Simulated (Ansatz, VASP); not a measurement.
**One calculation of Ga, two programs**

INCAR

```
SYSTEM = Ga
ALGO = Fast
EDIFF = 1E-7
ENCUT = 520
GGA = PE
ISIF = 2
ISMEAR = 0
LASPH = .TRUE.
LCHARG = .FALSE.
LREAL = .FALSE.
LWAVE = .FALSE.
NBANDS = 48
NELM = 80
PREC = Accurate
SIGMA = 0.1
```

Contents of KPOINTS:

```
k-points
0
G
  8 8 8
  0 0 0
```

POSCAR

```
Ga
1.0
   -2.9247799622      2.9247799622      2.9247799622
    2.9247799622     -2.9247799622      2.9247799622
    2.9247799622      2.9247799622     -2.9247799622
Ga
6
Direct
    0.2500000000      0.1250000000      0.8750000000
    0.1250000000      0.8750000000      0.2500000000
    0.7500000000      0.3750000000      0.6250000000
    0.8750000000      0.2500000000      0.1250000000
    0.6250000000      0.7500000000      0.3750000000
    0.3750000000      0.6250000000      0.7500000000
```

Input for Ansatz:

```yaml
crystal:
  lattice:
    - [-2.9247799622, 2.9247799622, 2.9247799622]
    - [2.9247799622, -2.9247799622, 2.9247799622]
    - [2.9247799622, 2.9247799622, -2.9247799622]
  atoms:
    - { symbol: Ga, position: [0.25, 0.125, 0.875] }
    - { symbol: Ga, position: [0.125, 0.875, 0.25] }
    - { symbol: Ga, position: [0.75, 0.375, 0.625] }
    - { symbol: Ga, position: [0.875, 0.25, 0.125] }
    - { symbol: Ga, position: [0.625, 0.75, 0.375] }
    - { symbol: Ga, position: [0.375, 0.625, 0.75] }
basis:
  ecutwfc: 420
kpoints:
  mp_grid: { grid: [8, 8, 8] }
hamiltonian:
  xc: pbe
scf:
  occupations: { method: gaussian, width: 0.1 }
output:
  forces: true
  stress: true
  eigenvalues: true
```

Alike in both runs: task single point; functional PBE; k mesh 8 × 8 × 8; occupations gaussian, width 0.1 eV; no spin polarisation.

|  | VASP | Ansatz |
| --- | --- | --- |
| version | VASP 6.6.1 | Ansatz 0.2.0 |
| potentials or method | VASP PAW PBE potentials, release 64 (Ga_d), cutoff 520 eV | scalar-relativistic, plane waves, PAW |
| valence electrons in the cell | 78 | 78 |

```csv
,VASP,Ansatz,Ansatz less VASP
gap on the k mesh at the Fermi level (eV),none,none,-
pressure (GPa),8.6,8.4,-0.16
```

A gap of «none» marks a metal or a gap that the smearing closes.
